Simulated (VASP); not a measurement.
# CdSe (rocksalt type): single point with PBE

Crystal: CdSe (rocksalt type).

```
Cd Se
1.0
     0.00000    2.35086    2.35086
     2.35086    0.00000    2.35086
     2.35086    2.35086    0.00000
Cd Se
1 1
Cartesian
  0.0000 0.0000 0.0000
  2.3509 2.3509 2.3509
```

```json
{"Program": "VASP 6.6.1", "Task": "single point", "Functional": "PBE", "Potentials or basis": "VASP PAW PBE potentials, release 64 (Cd, Se)", "Cutoff": "500 eV", "k mesh": "14 × 14 × 14", "Occupations": "fermi-dirac, width 0.08 eV", "Spin": "no spin polarisation"}
```

```
Pressure               : 154.4 GPa
Band gap on the k mesh : zero (bands 9 and 10 overlap by 1.06 eV)
```

Levels at points of the mesh, in eV from the Fermi level:
| k point | band 7 | band 8 | band 9 | band 10 | band 11 | band 12 |
| --- | --- | --- | --- | --- | --- | --- |
| (0.00, 0.00, 0.00) | -2.32 | -2.32 | -2.32 | 3.77 | 8.16 | 8.75 |
| (0.50, 0.00, 0.00) | -8.37 | 0.14 | 0.14 | 1.74 | 4.22 | 4.22 |
| (0.50, 0.50, 0.00) | -7.85 | -5.56 | -5.56 | -0.92 | 4.11 | 14.01 |

It took 21 s on 1 thread of Intel(R) Xeon(R) Platinum 8259CL CPU @ 2.50GHz (Skylake/Cascade Lake), with other jobs on the host, peak memory 0.17 GiB.

Caveat: the cell stands under pressure.
